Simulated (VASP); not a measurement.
Here is a VASP 6.6.1 calculation.

Contents of INCAR:

```
ALGO = Fast
EDIFF = 1E-6
ENCUT = 520
GGA = PS
ISIF = 2
ISMEAR = 0
LASPH = True
LCHARG = True
LELF = True
LREAL = False
LVHAR = True
LWAVE = False
NBANDS = 12
NELM = 60
PREC = Accurate
SIGMA = 0.15
```

The input KPOINTS:

```
k-points
0
Gamma
  18 18 18
```

File POSCAR:

```
Cd
1.0
    0.0000000000      2.1516052575      2.1516052575
    2.1516052575      0.0000000000      2.1516052575
    2.1516052575      2.1516052575      0.0000000000
Cd
1
Direct
    0.0000000000      0.0000000000      0.0000000000
```

Potentials or basis: VASP PAW PBE potentials, release 64 (Cd).

Run with:

```sh
$ cat potpaw_PBE.64/Cd/POTCAR > POTCAR
$ mpirun -np 1 vasp_std > vasp.out
```

Q: What does it give for the pressure?

A: 3.8 GPa.

Q: What does it give for the band gap on the k mesh?

A: Zero (bands 6 and 7 overlap by 2.71 eV).

Caveat: the cell differs from its parent crystal (strain -0.030 along x and y, -0.030 along z); the cell stands under pressure; the PAW data sets were made with another functional, which shifts forces and pressure a little.
